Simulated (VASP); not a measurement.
# CsLiGe2S4 (P4/mmm) in VASP: density of states with PBE

Aim: the density of states of CsLiGe2S4 with PBE.

Everything below comes from runs of VASP 6.6.1. Logs are shortened: lines on timing, memory, paths and dates and some standing lists are left out, and cuts for length are marked.

## 1. The cell of the first run

It takes space group P4/mmm (No. 123, tetragonal). The conventional cell has a = 4.724 Å, b = 4.724 Å, c = 9.116 Å, α = 90.00°, β = 90.00°, γ = 90.00°. Cs (site symmetry 4/mmm) has 8 S at 3.60 Å and 2 Li at 4.56 Å and 8 Ge at 4.68 Å within 4.7 Å. Li (site symmetry 4/mmm) has 8 S at 3.00 Å and 8 Ge at 3.58 Å within 3.9 Å. Ge (site symmetry 4mm) has 4 S at 2.43 Å and 1 Ge at 2.57 Å within 3.2 Å. S (site symmetry 2mm) has 2 Ge at 2.43 Å and 2 Li at 3.00 Å within 3.2 Å.

## 2. Density of states, PBE

POSCAR

```
CsLiGe2S4
1.0
    4.7241212685      0.0000000000      0.0000000000
    0.0000000000      4.7241212685      0.0000000000
    0.0000000000      0.0000000000      9.1158818663
Cs Li Ge S
1 1 2 4
Direct
    0.5000000000      0.5000000000      0.0000000000
    0.5000000000      0.5000000000      0.5000000000
    0.0000000000      0.0000000000      0.6408387356
    0.0000000000      0.0000000000      0.3591612644
    0.5000000000      0.0000000000      0.7026115627
    0.0000000000      0.5000000000      0.7026115627
    0.5000000000      0.0000000000      0.2973884373
    0.0000000000      0.5000000000      0.2973884373
```

INCAR.step1

```
ALGO     = Normal         # electronic algorithm
EDIFF    = 1E-7           # SCF threshold, eV
ENCUT    = 520            # plane-wave cutoff, eV
GGA      = PE             # functional
ISIF     = 2              # what is computed and relaxed
ISMEAR   = 0              # smearing method
LASPH    = True           # aspherical terms in the spheres
LCHARG   = True           # write CHGCAR
LREAL    = False          # projectors in reciprocal space
LWAVE    = False          # write WAVECAR
NBANDS   = 42             # bands
NELM     = 100            # most SCF steps
PREC     = Accurate       # precision mode
SIGMA    = 0.1            # smearing width, eV
```

KPOINTS.step1

```
k-points
0
Gamma
  8 8 4
```

INCAR.step2

```
ALGO     = Normal         # electronic algorithm
EDIFF    = 1E-7           # SCF threshold, eV
ENCUT    = 520            # plane-wave cutoff, eV
GGA      = PE             # functional
ICHARG   = 11             # starting density
ISIF     = 2              # what is computed and relaxed
ISMEAR   = -5             # smearing method
LASPH    = True           # aspherical terms in the spheres
LCHARG   = False          # write CHGCAR
LORBIT   = 10             # projections on sites
LREAL    = False          # projectors in reciprocal space
LWAVE    = False          # write WAVECAR
NBANDS   = 42             # bands
NEDOS    = 2001           # points of the DOS
NELM     = 100            # most SCF steps
PREC     = Accurate       # precision mode
SIGMA    = 0.1            # smearing width, eV
```

KPOINTS.step2

```
k-points
0
Gamma
  12 12 6
```

Potentials or basis: VASP PAW PBE potentials, release 64 (Cs_sv, Li_sv, Ge_d, S).

Command:

```bash
cat potpaw_PBE.64/Cs_sv/POTCAR potpaw_PBE.64/Li_sv/POTCAR potpaw_PBE.64/Ge_d/POTCAR potpaw_PBE.64/S/POTCAR > POTCAR
cp INCAR.step1 INCAR
cp KPOINTS.step1 KPOINTS
mpirun -np 1 vasp_std > vasp.out
cp INCAR.step2 INCAR
cp KPOINTS.step2 KPOINTS
mpirun -np 1 vasp_std > vasp.out
```

OUTCAR:

```text
EDIFF = 1E-7
   ENCUT = 520
   GGA = PE
   ICHARG = 11
   ISIF = 2
   ISMEAR = -5
   LASPH = True
   LORBIT = 10
   LREAL = False
   NELM = 100
   PREC = Accurate

 ion  position               nearest neighbor table
   1  0.500  0.500  0.000-
   2  0.500  0.500  0.500-
   3  0.000  0.000  0.641-   5 2.43   6 2.43   6 2.43   5 2.43   4 2.57
   4  0.000  0.000  0.359-   7 2.43   8 2.43   8 2.43   7 2.43   3 2.57
   5  0.500  0.000  0.703-   3 2.43   3 2.43
   6  0.000  0.500  0.703-   3 2.43   3 2.43
   7  0.500  0.000  0.297-   4 2.43   4 2.43
   8  0.000  0.500  0.297-   4 2.43   4 2.43

  LATTYP: Found a simple tetragonal cell.
 ALAT       =     4.7241212685
 C/A-ratio  =     1.9296460332

  Lattice vectors:

 A1 = (   4.7241212685,   0.0000000000,   0.0000000000)
 A2 = (   0.0000000000,   4.7241212685,   0.0000000000)
 A3 = (   0.0000000000,   0.0000000000,   9.1158818663)

Analysis of symmetry for initial positions (statically):
=====================================================================
 Subroutine PRICEL returns:
 Original cell was already a primitive cell.

 Routine SETGRP: Setting up the symmetry group for a
 simple tetragonal supercell.

 Subroutine GETGRP returns: Found 16 space group operations
 (whereof 16 operations were pure point group operations)
 out of a pool of 16 trial point group operations.

The static configuration has the point symmetry D_4h.

Analysis of symmetry for dynamics (positions and initial velocities):
=====================================================================
 Subroutine PRICEL returns:
 Original cell was already a primitive cell.

 Routine SETGRP: Setting up the symmetry group for a
 simple tetragonal supercell.

 Subroutine GETGRP returns: Found 16 space group operations
 (whereof 16 operations were pure point group operations)
 out of a pool of 16 trial point group operations.

The dynamic configuration has the point symmetry D_4h.

 Subroutine INISYM returns: Found 16 space group operations
 (whereof 16 operations are pure point group operations),
 and found     1 'primitive' translations

----------------------------------------------------------------------------------------

                                     Primitive cell

  volume of cell :     203.4421
[... 112 lines left out ...]
   TEBEG  =    0.0;   TEEND  =   0.0 temperature during run
   PSTRESS=    0.0 pullay stress
   NELECT =      64.0000    total number of electrons
   NUPDOWN=      -1.0000    fix difference up-down
   EMIN   =  10.00;   EMAX   =-10.00  energy-range for DOS
   EFERMI =   0.00;   METHOD = LEGACY
   ISMEAR =    -5;   SIGMA  =   0.10  broadening in eV -4-tet -1-fermi 0-gaus
   EFERMI_NEDOS =   21; number of points for ismear=-14 and -15
   IALGO  =     38    algorithm
   IMIX   =      4    mixing-type and parameters
     AMIX     =   0.40;   BMIX     =  1.00
     AMIX_MAG =   1.60;   BMIX_MAG =  1.00
  volume/ion in A,a.u.               =      25.43       171.61
  Fermi-wavevector in a.u.,A,eV,Ry     =   1.113409  2.104037 16.866853  1.239679
  Thomas-Fermi vector in A             =   2.249993
   LORBIT       =     10    0 simple, 1 ext, 2 COOP (PROOUT), +10 PAW based schemes
   GGA     = PE    functional components
   LHFCALC =     F    Hartree Fock is set to
   AEXX    =    0.0000 exact exchange contribution
   IVDW    =     0    specifies the selected vdW correction
   LEPSILON=     F    determine dielectric tensor
   LRPA    =     F    only Hartree local field effects (RPA)
 non-spin polarized calculation
 Fermi weights with tetrahedron method with Bloechl corrections
  energy-cutoff  :      520.00
  volume of cell :      203.44
 maximum number of plane-waves:      5534
 NGX is ok and might be reduce to    36

 number of electron      64.0000013 magnetization

 Free energy of the ion-electron system (eV)
  ---------------------------------------------------
  ext. energy  EPLUGINS =         0.00000000
  ---------------------------------------------------
  free energy    TOTEN  =       -31.70763522 eV

  energy without entropy =      -31.70763522  energy(sigma->0) =      -31.70763522

 E-fermi :   2.7960     XC(G=0):  -8.6384

 val. band max:        2.8097023812   @ k =   0.3333   0.3333   0.0000
 cond. band min:       2.7129600917   @ k =   0.2500   0.2500   0.3333
 fundamental gap:     -0.0967422895
 Fermi energy:         2.7960494423

 k-point     1 :       0.0000    0.0000    0.0000
  band No.  band energies     occupation
      1     -43.4007      2.00000
      2     -22.2623      2.00000
      3     -22.1891      2.00000
      4     -22.1891      2.00000
      5     -22.1821      2.00000
      6     -22.1746      2.00000
[... 1069 lines left out ...]
     41       8.4037      0.00000
     42       9.0488      0.00000

 [... further k-points ...]
[... 5 lines left out ...]
  --------------------------------------------------------------------------------------
  -------------------------------------------------------------------------------------
  Total       -0.8182830     -0.8182830     -0.7745991      0.0000000      0.0000000      0.0000000
  in kB       -6.4442645     -6.4442645     -6.1002383      0.0000000      0.0000000      0.0000000
  external PRESSURE =      -6.3295891 kB  Pullay stress =       0.0000000 kB

 VOLUME and BASIS-vectors are now :
 -----------------------------------------------------------------------------
  energy-cutoff  :      520.00
  volume of cell :      203.44
      direct lattice vectors                 reciprocal lattice vectors
     4.724121269  0.000000000  0.000000000     0.211679579  0.000000000  0.000000000
     0.000000000  4.724121269  0.000000000     0.000000000  0.211679579  0.000000000
     0.000000000  0.000000000  9.115881866     0.000000000  0.000000000  0.109698657

 POSITION                                       TOTAL-FORCE (eV/Angst)
 -----------------------------------------------------------------------------------
      2.36206      2.36206      0.00000        -0.000000     -0.000000      0.000000
      2.36206      2.36206      4.55794        -0.000000     -0.000000      0.000000
      0.00000      0.00000      5.84181         0.000000     -0.000000     -0.051546
      0.00000      0.00000      3.27407        -0.000000     -0.000000      0.051546
      2.36206      0.00000      6.40492        -0.000000      0.000000      0.008453
      0.00000      2.36206      6.40492         0.000000      0.000000      0.008453
      2.36206      0.00000      2.71096         0.000000      0.000000     -0.008453
      0.00000      2.36206      2.71096        -0.000000      0.000000     -0.008453
 -----------------------------------------------------------------------------------
    total drift:                                0.000000     -0.000000      0.000000

  FREE ENERGIE OF THE ION-ELECTRON SYSTEM (eV)
  ---------------------------------------------------
  free  energy   TOTEN  =       -31.7076352243 eV

  energy  without entropy=      -31.7076352243  energy(sigma->0) =      -31.70763522

 total charge

# of ion       s       p       d       tot
------------------------------------------
    1        1.835   4.705   0.036   6.576
    2        1.999   0.024   0.000   2.023
    3        1.170   0.939  10.089  12.198
    4        1.170   0.939  10.089  12.198
    5        1.358   2.329   0.000   3.687
    6        1.358   2.329   0.000   3.687
    7        1.358   2.329   0.000   3.687
    8        1.358   2.329   0.000   3.687
--------------------------------------------------
tot         11.608  15.922  20.214  47.744
```

It took 13 min on 1 thread of Intel Xeon Platinum 8488C (Sapphire Rapids), shared host; peak memory 0.88 GiB.

What came out:

```yaml
Valence_electrons_inside_the_program's_atomic_spheres: Cs 6.58; Li 2.02; Ge 12.20; S 3.69
```

Caveat: the cutoff is under 1.25 times the usual one of these potentials, so pressure, stress and relaxed cells hold a basis-set (Pulay) error; spin-orbit coupling is left out, which moves the levels of the heavy elements; tetrahedron occupations give inexact forces and stress in metals.
